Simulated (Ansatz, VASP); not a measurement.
One calculation of AlN, two programs

```
Al N
1.0
    -1.63784    2.83682    0.00000
     0.00000    0.00000    4.10063
     4.91352    2.83682    0.00000
Al N
4 4
Direct
  0.53650 0.75000 0.30501
  0.00000 0.75000 0.66667
  0.00000 0.25000 0.33333
  0.50000 0.25000 0.83333
  0.50000 0.25000 0.16667
  0.00000 0.25000 0.66667
  0.00000 0.75000 0.33333
  0.50000 0.75000 0.83333
```

Alike in both runs: task single point; functional LDA; k mesh 8 × 6 × 4; occupations gaussian, width 0.05 eV; no spin polarisation.

```csv
,VASP,Ansatz
version,VASP 6.6.1,Ansatz 0.2.0
potentials or method,"VASP PAW LDA potentials, release 64 (Al, N), cutoff 520 eV","scalar-relativistic, plane waves, PAW"
valence electrons in the cell,32,32
```

Ansatz gave:

* gap on the k mesh at the Fermi level (eV): 2.06
* least direct gap on the mesh (eV): 2.09
* pressure (GPa): 14.6
* traceless stress, the component that is largest in VASP (GPa): 21.86
* rms of the force components (eV/Å): 3.146

Problem. Which values does VASP return?

Solution. gap on the k mesh at the Fermi level (eV): 2.04; least direct gap on the mesh (eV): 2.09; pressure (GPa): 15.6; traceless stress, the component that is largest in VASP (GPa): 22.59; rms of the force components (eV/Å): 3.191.

Ansatz warns that its potentials were made for another functional, while VASP's fit it. LDA's correlation is that of Perdew and Zunger in VASP and of Perdew and Wang (1992) in Ansatz. Atom by atom the forces differ by 0.051 eV/Å (rms over components).
